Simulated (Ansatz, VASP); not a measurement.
Two plane-wave programs on ZnS

File POSCAR:

```
ZnS
1.0
    0.0000000000      2.6468416657      2.6468416657
    2.6468416657      0.0000000000      2.6468416657
    2.6468416657      2.6468416657      0.0000000000
Zn S
1 1
Direct
    0.7500000000      0.7500000000      0.7500000000
    0.0000000000      0.0000000000      0.0000000000
```

The input INCAR.step1:

```
PREC     = Accurate       # precision mode
ENCUT    = 520            # plane-wave cutoff, eV
EDIFF    = 1E-5           # SCF threshold, eV
ISMEAR   = -1             # smearing method
SIGMA    = 0.05           # smearing width, eV
LREAL    = F              # projectors in reciprocal space
LASPH    = T              # aspherical terms in the spheres
NELM     = 100            # most SCF steps
ALGO     = Normal         # electronic algorithm
ISIF     = 2              # what is computed and relaxed
LWAVE    = T              # write WAVECAR
LCHARG   = F              # write CHGCAR
NBANDS   = 16             # bands
GGA      = PE             # functional
```

INCAR.step2

```
PREC     = Accurate       # precision mode
ENCUT    = 520            # plane-wave cutoff, eV
EDIFF    = 1E-6           # SCF threshold, eV
ISMEAR   = -1             # smearing method
SIGMA    = 0.05           # smearing width, eV
LREAL    = F              # projectors in reciprocal space
LASPH    = T              # aspherical terms in the spheres
NELM     = 100            # most SCF steps
ALGO     = Normal         # electronic algorithm
ISIF     = 2              # what is computed and relaxed
LWAVE    = F              # write WAVECAR
LCHARG   = F              # write CHGCAR
GGA      = PE             # functional
LHFCALC  = T              # exact exchange
AEXX     = 0.25           # exact-exchange fraction
HFSCREEN = 0.3            # screening, 1/A
PRECFOCK = Normal       
NBANDS   = 16             # bands
ISTART   = 1
```

The input KPOINTS:

```
Automatic mesh
0
Gamma
  5 5 5
```

File input.yaml:

```yaml
crystal:
  lattice:
    - [0.0, 2.6468416657, 2.6468416657]
    - [2.6468416657, 0.0, 2.6468416657]
    - [2.6468416657, 2.6468416657, 0.0]
  atoms:
    - { symbol: Zn, position: [0.75, 0.75, 0.75] }
    - { symbol: S, position: [0.0, 0.0, 0.0] }
hamiltonian:
  xc: { exchange: pbe, correlation: pbe, exx: { coeff: 0.25, omega: 0.3 } }
  pseudopotentials: { kind: paw }
kpoints:
  mp_grid: { grid: [5, 5, 5] }
scf:
  occupations: { method: fermi_dirac, width: 0.05 }
output:
  forces: true
  stress: true
  eigenvalues: true
```

Alike in both runs: task single point; functional PBE-based screened hybrid; k mesh 5 × 5 × 5; occupations fermi-dirac, width 0.05 eV; no spin polarisation.

|  | VASP | Ansatz |
| --- | --- | --- |
| version | VASP 6.6.1 | Ansatz 0.2.0 |
| potentials or method | VASP PAW PBE potentials, release 64 (Zn, S) | Ansatz PAW |
| plane-wave cutoff (eV) | 520 | 420 |
| valence electrons in the cell | 18 | 18 |

VASP gave:

```
gap on the k mesh at the Fermi level (eV) : 3.42
least direct gap on the mesh (eV)         : 3.42
pressure (GPa)                            : 6.7
```

Problem. Which values does Ansatz return?

Solution. gap on the k mesh at the Fermi level (eV): 3.43; least direct gap on the mesh (eV): 3.43; pressure (GPa): 6.7.

VASP's potentials were made for PBE, not for PBE-based screened hybrid.

Noted on Ansatz's run: odd divisions of the mesh miss points on the zone boundary, where band edges often lie, so the gap on the mesh can be too wide.
